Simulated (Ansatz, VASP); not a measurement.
## Two plane-wave programs on Ni

Contents of INCAR:

```
SYSTEM = Ni
ALGO = Normal
EDIFF = 1E-8
ENCUT = 520
ISIF = 2
ISMEAR = -1
ISPIN = 2
LASPH = .TRUE.
LCHARG = .FALSE.
LEFG = .TRUE.
LMAXMIX = 4
LORBIT = 11
LREAL = .FALSE.
LWAVE = .FALSE.
MAGMOM = 1.5
NBANDS = 15
NELM = 150
PREC = Accurate
SIGMA = 0.05
```

KPOINTS

```
k-points
0
G
  20 20 20
  0 0 0
```

Contents of POSCAR:

```
Ni
1.0
    0.0000000000      1.7825618196      1.7825618196
    1.7825618196      0.0000000000      1.7825618196
    1.7825618196      1.7825618196      0.0000000000
Ni
1
Direct
    0.0000000000      0.0000000000      0.0000000000
```

Input for Ansatz:

```yaml
crystal:
  lattice:
    - [0.0, 1.7825618196, 1.7825618196]
    - [1.7825618196, 0.0, 1.7825618196]
    - [1.7825618196, 1.7825618196, 0.0]
  atoms:
    - { symbol: Ni, position: [0.0, 0.0, 0.0], spin: 1.5 }
magnetization:
  spin_polarized: true
kpoints:
  mp_grid: { grid: [20, 20, 20] }
scf:
  occupations: { method: fermi_dirac, width: 0.05 }
hamiltonian:
  xc: lda
  pseudopotentials: { kind: paw }
output:
  forces: true
  stress: true
  eigenvalues: true
  efg: { contact_densities: true }
  write_density: true
  write_potential: true
  elf: true
  volumetric_format: npy
```

Change from the starting cell: volume scaled by 1.025, PAW files.

Alike in both runs: task electric field gradients; functional LDA; k mesh 20 × 20 × 20; occupations fermi-dirac, width 0.05 eV; collinear spin.

|  | VASP | Ansatz |
| --- | --- | --- |
| version | VASP 6.6.1 | Ansatz 0.2.0 |
| potentials or method | VASP PAW LDA potentials, release 64 (Ni) | PAW with Ansatz's default frozen-core files, scalar-relativistic |
| plane-wave cutoff (eV) | 520 | 420 |
| valence electrons in the cell | 10 | 18 |

Ansatz gave:

```
pressure (GPa)                                                : -23.0
net moment per atom (μB)                                      : 0.63
size of the moment on the site where the two differ most (μB) : 0.66
```

Task: What did VASP give for the same quantities?

Result: Pressure (GPa): -22.8; net moment per atom (μB): 0.61; size of the moment on the site where the two differ most (μB): 0.62.

LDA's correlation is that of Perdew and Zunger in VASP and of Perdew and Wang (1992) in Ansatz. Site moments also hang on the region over which each program counts them. VASP's potentials hold 10 valence electrons a cell and Ansatz's 18, so a difference there can come from the potentials and not from the codes.
